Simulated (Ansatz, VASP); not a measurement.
C: VASP beside Ansatz

The input POSCAR:

```
C
1.0
    2.5157113486      0.0000000000      0.0000000000
   -1.2578556743      2.1786699365      0.0000000000
    0.0000000000      0.0000000000      4.1897136386
C
4
Direct
    0.3333333333      0.6666666667      0.0001745392
    0.6666666667      0.3333333333      0.5001745392
    0.3333333333      0.6666666667      0.3748254608
    0.6666666667      0.3333333333      0.8748254608
```

File INCAR.step1:

```
ALGO = Normal
EDIFF = 1E-5
ENCUT = 520
GGA = PE
ISIF = 2
ISMEAR = 0
LASPH = True
LCHARG = False
LREAL = False
LWAVE = True
NBANDS = 16
NELM = 80
PREC = Accurate
SIGMA = 0.01
```

INCAR.step2

```
ALGO = Normal
EDIFF = 1E-6
ENCUT = 520
GGA = PE
HFSCREEN = 0.2079
ISIF = 2
ISMEAR = 0
ISTART = 1
LASPH = True
LCHARG = False
LHFCALC = True
LREAL = False
LWAVE = False
NBANDS = 16
NELM = 80
PREC = Accurate
PRECFOCK = Normal
SIGMA = 0.01
```

File KPOINTS:

```
k-points
0
Gamma
  9 9 4
```

Input for Ansatz:

```yaml
crystal:
  lattice:
    - [2.5157113486, 0.0, 0.0]
    - [-1.2578556743, 2.1786699365, 0.0]
    - [0.0, 0.0, 4.1897136386]
  atoms:
    - { symbol: C, position: [0.3333333333, 0.6666666667, 0.0001745392] }
    - { symbol: C, position: [0.6666666667, 0.3333333333, 0.5001745392] }
    - { symbol: C, position: [0.3333333333, 0.6666666667, 0.3748254608] }
    - { symbol: C, position: [0.6666666667, 0.3333333333, 0.8748254608] }
kpoints:
  mp_grid: { grid: [9, 9, 4] }
  band_path:
    path:
      - [0.0, 0.0, 0.0]
      - [0.5, 0.0, 0.0]
      - [0.3333333333, 0.3333333333, 0.0]
      - [0.0, 0.0, 0.5]
      - [0.5, 0.0, 0.5]
      - [0.3333333333, 0.3333333333, 0.5]
    npoints: 1
hamiltonian:
  xc: hse06
scf:
  occupations: { method: fixed }
  n_extra_bands: 5
output:
  forces: true
  stress: true
  eigenvalues: true
```

Change from the starting cell: hydrostatic strain +0.5%.

Alike in both runs: task single point; functional HSE06; k mesh 9 × 9 × 4; no spin polarisation.

|  | VASP | Ansatz |
| --- | --- | --- |
| version | VASP 6.6.1 | Ansatz 0.2.0 |
| potentials or method | VASP PAW PBE potentials, release 64 (C) | plane waves, PAW |
| plane-wave cutoff (eV) | 520 | 420 |
| occupations | gaussian, width 0.01 eV | fixed |
| valence electrons in the cell | 16 | 16 |

Ansatz gave:

- gap on the k mesh at the Fermi level (eV): 4.44
- pressure (GPa): -12.3
- traceless stress, the component that is largest in VASP (GPa): -0.81
- rms of the force components (eV/Å): 0.004

Task: Which values does VASP return?

Result: gap on the k mesh at the Fermi level (eV): 4.43; pressure (GPa): -11.5; traceless stress, the component that is largest in VASP (GPa): -0.90; rms of the force components (eV/Å): 0.001.

Atom by atom the forces differ by 0.004 eV/Å (rms over components). Ansatz's warnings: stress exchange threshold loose, stress scf threshold loose.
